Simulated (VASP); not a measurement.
# CoO (Fm-3m) in VASP: a series of runs

Runs on CoO. Level: LDA+U. Tasks: single point.

Everything below comes from runs of VASP 6.6.1. Logs are shortened: lines on timing, memory, paths and dates and some standing lists are left out, and cuts for length are marked.

**1. The cell of the first run**

Symmetry: Fm-3m, No. 225, cubic system. Conventional cell: a = 4.263 Å, b = 4.263 Å, c = 4.263 Å, α = 90.00°, β = 90.00°, γ = 90.00°. Within 2.8 Å of Co (site symmetry m-3m) lie 6 O at 2.13 Å. Within 2.8 Å of O (site symmetry m-3m) lie 6 Co at 2.13 Å.

**2. Single point, LDA+U, collinear spin, ferromagnetic start**

INCAR

```
SYSTEM = CoO
PREC = Accurate
ENCUT = 1340
EDIFF = 1E-6
ISMEAR = 0
SIGMA = 0.05
LREAL = .False.
LASPH = .True.
NELM = 200
ALGO = Normal
ISIF = 2
LWAVE = .False.
LCHARG = .False.
ISPIN = 2
MAGMOM = 3 0
LORBIT = 11
LMAXMIX = 4
LDAU = .True.
LDAUTYPE = 2
LDAUL = 2 -1
LDAUU = 4 0
LDAUJ = 0 0
LDAUPRINT = 1
NBANDS = 22
GGA_COMPAT = .False.
```

KPOINTS

```
regular mesh
0
Gamma
  8 8 8
  0 0 0
```

POSCAR

```
CoO
1.0
    0.0000000000      2.1315016600      2.1315016600
    2.1315016600      0.0000000000      2.1315016600
    2.1315016600      2.1315016600      0.0000000000
Co O
1 1
Direct
    0.0000000000      0.0000000000      0.0000000000
    0.5000000000      0.5000000000      0.5000000000
```

Potentials or basis: VASP PAW LDA potentials, release 64 (Co_sv, O_h).

Run with:

```sh
$ cat potpaw_LDA.64/Co_sv/POTCAR potpaw_LDA.64/O_h/POTCAR > POTCAR
$ mpirun -np 1 vasp_std > vasp.out
```

OUTCAR:

```text
SYSTEM = CoO
   PREC = Accurate
   ENCUT = 1340
   EDIFF = 1E-6
   ISMEAR = 0
   LREAL = .False.
   LASPH = .True.
   NELM = 200
   ISIF = 2
   ISPIN = 2
   LORBIT = 11

 ion  position               nearest neighbor table
   1  0.000  0.000  0.000-
   2  0.500  0.500  0.500-

  LATTYP: Found a face centered cubic cell.
 ALAT       =     4.2630033200

  Lattice vectors:

 A1 = (   0.0000000000,   2.1315016600,   2.1315016600)
 A2 = (   2.1315016600,   0.0000000000,   2.1315016600)
 A3 = (   2.1315016600,   2.1315016600,   0.0000000000)

Analysis of symmetry for initial positions (statically):
=====================================================================
 Subroutine PRICEL returns:
 Original cell was already a primitive cell.

 Routine SETGRP: Setting up the symmetry group for a
 face centered cubic supercell.

 Subroutine GETGRP returns: Found 48 space group operations
 (whereof 48 operations were pure point group operations)
 out of a pool of 48 trial point group operations.

The static configuration has the point symmetry O_h .

Analysis of symmetry for dynamics (positions and initial velocities):
=====================================================================
 Subroutine PRICEL returns:
 Original cell was already a primitive cell.

 Routine SETGRP: Setting up the symmetry group for a
 face centered cubic supercell.

 Subroutine GETGRP returns: Found 48 space group operations
 (whereof 48 operations were pure point group operations)
 out of a pool of 48 trial point group operations.

The dynamic configuration has the point symmetry O_h .

Analysis of structural, dynamic, and magnetic symmetry:
=====================================================================
 Subroutine PRICEL returns:
 Original cell was already a primitive cell.

 Routine SETGRP: Setting up the symmetry group for a
 face centered cubic supercell.

 Subroutine GETGRP returns: Found 48 space group operations
 (whereof 48 operations were pure point group operations)
[... 162 lines left out ...]
 -0.0000  0.0000  0.0000  0.0000  0.1072

 occupancies and eigenvectors

  o =  0.1072  v =  0.0000  0.0000  0.0000  0.0000  0.0000  0.0000 -0.0000  0.9804 -0.0000 -0.1972      0.0000  0.0000  0.0000  0.0000  0.0000  0.0000  0.0000  0.0000  0.0000  0.0000
  o =  0.1072  v =  0.0000  0.0000  0.0000  0.0000  0.0000  0.0000 -0.0000  0.1972  0.0000  0.9804      0.0000  0.0000  0.0000  0.0000  0.0000  0.0000  0.0000  0.0000  0.0000  0.0000
  o =  0.6039  v =  0.0000  0.0000  0.0000  0.0000  0.0000  0.0000 -0.6546 -0.0000  0.7560 -0.0000      0.0000  0.0000  0.0000  0.0000  0.0000  0.0000  0.0000  0.0000  0.0000  0.0000
  o =  0.6039  v =  0.0000  0.0000  0.0000  0.0000  0.0000  0.0000  0.7560  0.0000  0.6546 -0.0000      0.0000  0.0000  0.0000  0.0000  0.0000  0.0000  0.0000  0.0000  0.0000  0.0000
  o =  0.6039  v =  0.0000  0.0000  0.0000  0.0000  0.0000  1.0000  0.0000  0.0000  0.0000  0.0000      0.0000  0.0000  0.0000  0.0000  0.0000  0.0000  0.0000  0.0000  0.0000  0.0000
  o =  0.9245  v =  0.0000  0.4629 -0.0000  0.8864 -0.0000  0.0000  0.0000  0.0000  0.0000  0.0000      0.0000  0.0000  0.0000  0.0000  0.0000  0.0000  0.0000  0.0000  0.0000  0.0000
  o =  0.9245  v =  1.0000  0.0000  0.0000  0.0000  0.0000  0.0000  0.0000  0.0000  0.0000  0.0000      0.0000  0.0000  0.0000  0.0000  0.0000  0.0000  0.0000  0.0000  0.0000  0.0000
  o =  0.9245  v =  0.0000  0.8864 -0.0000 -0.4629  0.0000  0.0000  0.0000  0.0000  0.0000  0.0000      0.0000  0.0000  0.0000  0.0000  0.0000  0.0000  0.0000  0.0000  0.0000  0.0000
  o =  0.9559  v =  0.0000 -0.0000 -1.0000  0.0000 -0.0079  0.0000  0.0000  0.0000  0.0000  0.0000      0.0000  0.0000  0.0000  0.0000  0.0000  0.0000  0.0000  0.0000  0.0000  0.0000
  o =  0.9559  v =  0.0000 -0.0000 -0.0079  0.0000  1.0000  0.0000  0.0000  0.0000  0.0000  0.0000      0.0000  0.0000  0.0000  0.0000  0.0000  0.0000  0.0000  0.0000  0.0000  0.0000

 number of electron      22.9999998 magnetization       2.9997134

 Free energy of the ion-electron system (eV)
  ---------------------------------------------------
  ext. energy  EPLUGINS =         0.00000000
  ---------------------------------------------------
  free energy    TOTEN  =       -12.10170975 eV

  energy without entropy =      -12.09634729  energy(sigma->0) =      -12.09902852

 E-fermi :   8.5835     XC(G=0): -13.1882

 val. band max:        8.5776841291   @ k =   0.5000   0.2500   0.1250
 cond. band min:       8.5885133733   @ k =   0.2500   0.2500   0.0000
 fundamental gap:      0.0108292442
 Fermi energy:         8.5835154583

 spin component 1

 k-point     1 :       0.0000    0.0000    0.0000
  band No.  band energies     occupation
      1     -87.0173      1.00000
      2     -50.8227      1.00000
      3     -50.8227      1.00000
      4     -50.8227      1.00000
      5     -10.8830      1.00000
      6       3.9348      1.00000
[... 1193 lines left out ...]
     21      36.9401      0.00000
     22      38.4573      0.00000

 [... further k-points ...]
[... 5 lines left out ...]
  --------------------------------------------------------------------------------------
  -------------------------------------------------------------------------------------
  Total       -2.0318430     -2.0318430     -2.0318430      0.0000000      0.0000000      0.0000000
  in kB     -168.0790951   -168.0790951   -168.0790951      0.0000000      0.0000000      0.0000000
  external PRESSURE =    -168.0790951 kB  Pullay stress =       0.0000000 kB

 VOLUME and BASIS-vectors are now :
 -----------------------------------------------------------------------------
  energy-cutoff  :     1340.00
  volume of cell :       19.37
      direct lattice vectors                 reciprocal lattice vectors
     0.000000000  2.131501660  2.131501660    -0.234576407  0.234576407  0.234576407
     2.131501660  0.000000000  2.131501660     0.234576407 -0.234576407  0.234576407
     2.131501660  2.131501660  0.000000000     0.234576407  0.234576407 -0.234576407

 POSITION                                       TOTAL-FORCE (eV/Angst)
 -----------------------------------------------------------------------------------
      0.00000      0.00000      0.00000         0.000000     -0.000000      0.000000
      2.13150      2.13150      2.13150        -0.000000      0.000000     -0.000000
 -----------------------------------------------------------------------------------
    total drift:                                0.000000      0.000000      0.000000

  FREE ENERGIE OF THE ION-ELECTRON SYSTEM (eV)
  ---------------------------------------------------
  free  energy   TOTEN  =       -12.1017097535 eV

  energy  without entropy=      -12.0963472893  energy(sigma->0) =      -12.09902852

 total charge

# of ion       s       p       d       tot
------------------------------------------
    1        2.147   6.064   6.685  14.897
    2        1.023   2.304   0.000   3.327
--------------------------------------------------
tot          3.171   8.368   6.685  18.224

 magnetization (x)

# of ion       s       p       d       tot
------------------------------------------
    1        0.012   0.010   2.655   2.677
    2        0.024   0.179   0.000   0.203
--------------------------------------------------
tot          0.036   0.189   2.655   2.880
```

OSZICAR:

```text
N       E                     dE             d eps       ncg     rms          rms(c)
DAV:   1     0.379555237099E+03    0.37956E+03   -0.20758E+04  3108   0.484E+03
DAV:   2     0.145417064795E+02   -0.36501E+03   -0.34334E+03  3930   0.997E+02
DAV:   3    -0.133760110702E+02   -0.27918E+02   -0.27259E+02  3684   0.217E+02
DAV:   4    -0.137282167524E+02   -0.35221E+00   -0.35148E+00  3512   0.208E+01
DAV:   5    -0.137352369103E+02   -0.70202E-02   -0.70192E-02  3086   0.314E+00    0.146E+01
DAV:   6    -0.123333367001E+02    0.14019E+01   -0.15935E+01  4262   0.898E+01    0.207E+01
DAV:   7    -0.120642394541E+02    0.26910E+00   -0.33256E+00  3494   0.510E+01    0.795E+00
DAV:   8    -0.120931428469E+02   -0.28903E-01   -0.22295E-01  3322   0.543E+00    0.446E+00
DAV:   9    -0.121024523933E+02   -0.93095E-02   -0.59928E-02  4584   0.423E+00    0.110E+00
DAV:  10    -0.121013458786E+02    0.11065E-02   -0.12995E-02  3734   0.240E+00    0.229E-01
DAV:  11    -0.121015771525E+02   -0.23127E-03   -0.25660E-03  4230   0.739E-01    0.112E-01
DAV:  12    -0.121016688979E+02   -0.91745E-04   -0.23772E-04  3410   0.198E-01    0.593E-02
DAV:  13    -0.121017147395E+02   -0.45842E-04   -0.80118E-05  3328   0.121E-01    0.239E-02
DAV:  14    -0.121017095626E+02    0.51769E-05   -0.15989E-05  4118   0.465E-02    0.751E-03
DAV:  15    -0.121017097535E+02   -0.19086E-06   -0.32992E-06  2800   0.177E-02
   1 F= -.12101710E+02 E0= -.12099029E+02  d E =-.536246E-02  mag=     3.0000
```

Run time: 78 s. Hardware: 1 thread of Intel Xeon Platinum 8259CL at 2.50GHz (Skylake/Cascade Lake), shared host; peak memory 0.22 GiB.

Results:

```yaml
Free_energy: -12.1017 eV
Pressure: -16.8 GPa
Band_gap_on_the_k_mesh: zero (filled and empty bands overlap)
Net_moment: 3.00 μB per cell
Site_moments: Co +2.68; O +0.20 μB
Valence_electrons_inside_the_program's_atomic_spheres: Co 14.90; O 3.33
```

Eigenvalues of the final occupation matrices:
| site | spin | trace | eigenvalues |
| --- | --- | --- | --- |
| site 1 d | 1 | 4.69 | 0.92 0.92 0.92 0.96 0.96 |
| site 1 d | 2 | 2.03 | 0.11 0.11 0.60 0.60 0.60 |

Caveat: the cell stands under tension; a cell with one magnetic atom can't hold antiferromagnetic order, which such compounds often take. The state reached can hang on the start; a lower one may exist.

**3. Single point, LDA+U, collinear spin, ferromagnetic start**

INCAR

```
  PREC = Accurate
  ENCUT = 1340
  EDIFF = 1E-6
  ISMEAR = 0
  SIGMA = 0.05
  LREAL = False
  LASPH = True
  NELM = 200
  ALGO = Normal
  ISIF = 2
  LWAVE = False
  LCHARG = False
  ISPIN = 2
  MAGMOM = 1.5 0
  LORBIT = 11
  NUPDOWN = 1.5
  LMAXMIX = 4
  LDAU = True
  LDAUTYPE = 2
  LDAUL = 2 -1
  LDAUU = 4 0
  LDAUJ = 0 0
  LDAUPRINT = 1
  GGA = CA
  NBANDS = 22
  GGA_COMPAT = False
```

KPOINTS

```
Automatic mesh
0
Gamma
  8 8 8
```

POSCAR is that of step 2.

Potentials or basis: VASP PAW LDA potentials, release 64 (Co_sv, O_h).

Run with:

```sh
$ cat potpaw_LDA.64/Co_sv/POTCAR potpaw_LDA.64/O_h/POTCAR > POTCAR
$ mpirun -np 1 vasp_std > vasp.out
```

It took 70 s on 1 thread of Intel Xeon Platinum 8488C (Sapphire Rapids), shared host; peak memory 0.22 GiB.

It converged, with:

```yaml
Free_energy: -11.8432 eV
Pressure: -26.2 GPa
Net_moment: 1.50 μB per cell
Site_moments: Co +1.57; O -0.08 μB
Valence_electrons_inside_the_program's_atomic_spheres: Co 15.02; O 3.30
```

Eigenvalues of the final occupation matrices:
| site | spin | trace | eigenvalues |
| --- | --- | --- | --- |
| site 1 d | 1 | 4.21 | 0.74 0.74 0.91 0.91 0.91 |
| site 1 d | 2 | 2.65 | 0.08 0.08 0.83 0.83 0.83 |

Caveat: the cell stands under tension; the total moment is fixed, so each spin has its own Fermi level and the state may be an excited one; a cell with one magnetic atom can't hold antiferromagnetic order, which such compounds often take. The state reached can hang on the start; a lower one may exist.

**4. Single point, LDA+U, collinear spin, ferromagnetic start**

INCAR

```
SYSTEM = CoO
PREC     = Accurate       ! precision mode
ENCUT    = 1340           ! plane-wave cutoff, eV
EDIFF    = 1E-6           ! SCF threshold, eV
ISMEAR   = 0              ! smearing method
SIGMA    = 0.05           ! smearing width, eV
LREAL    = .FALSE.        ! projectors in reciprocal space
LASPH    = .TRUE.         ! aspherical terms in the spheres
NELM     = 200            ! most SCF steps
ALGO     = Normal         ! electronic algorithm
ISIF     = 2              ! what is computed and relaxed
LWAVE    = .FALSE.        ! write WAVECAR
LCHARG   = .FALSE.        ! write CHGCAR
ISPIN    = 2              ! spin polarisation
MAGMOM   = 0.75 0         ! initial moments
LORBIT   = 11             ! projections on sites
NUPDOWN  = 0.75           ! fixed moment
LMAXMIX  = 4              ! l up to which the mixer works
LDAU     = .TRUE.         ! DFT+U
LDAUTYPE = 2            
LDAUL    = 2 -1           ! shell
LDAUU    = 4 0            ! U, eV
LDAUJ    = 0 0          
LDAUPRINT= 1            
NBANDS   = 22             ! bands
GGA_COMPAT= .FALSE.
```

KPOINTS

```
regular mesh
0
G
  8 8 8
  0 0 0
```

POSCAR is that of step 3.

Run with:

```sh
$ cat potpaw_LDA.64/Co_sv/POTCAR potpaw_LDA.64/O_h/POTCAR > POTCAR
$ mpirun -np 1 vasp_std > vasp.out
```

Run time: 57 s. Hardware: 1 thread of AMD EPYC 9R45 (Zen 5), shared host; peak memory 0.2 GiB.

Results (log left out):

- Free energy: -11.6673 eV
- Pressure: -32.0 GPa
- Net moment: 0.75 μB per cell
- Site moments: Co +0.85; O -0.09 μB
- Valence electrons inside the program's atomic spheres: Co 15.03; O 3.29

Eigenvalues of the final occupation matrices:
| site | spin | trace | eigenvalues |
| --- | --- | --- | --- |
| site 1 d | 1 | 3.86 | 0.57 0.57 0.91 0.91 0.91 |
| site 1 d | 2 | 3.02 | 0.15 0.15 0.91 0.91 0.91 |

Caveat: the cell stands under tension; the total moment is fixed, so each spin has its own Fermi level and the state may be an excited one; a cell with one magnetic atom can't hold antiferromagnetic order, which such compounds often take.

**5. Overview**

| fixed moment (μB) | pressure (GPa) | moment (μB) |
| --- | --- | --- |
| - | -16.8 | 3.00 |
| 1.5 | -26.2 | 1.50 |
| 0.75 | -32.0 | 0.75 |

Alike in all rows: task single point; level LDA+U; potentials or basis VASP PAW LDA potentials, release 64 (Co_sv, O_h); spin collinear, ferromagnetic start; Co d U = 4.0 eV; cell as given; k mesh 8 × 8 × 8; cutoff (eV) 1340; smearing gaussian 0.05 eV.

Caveats: the cell stands under tension; a cell with one magnetic atom can't hold antiferromagnetic order, which such compounds often take; the total moment is fixed, so each spin has its own Fermi level and the state may be an excited one (at least some runs).

Total energies depend on the potentials used, so only differences within one code and one set of settings carry meaning.
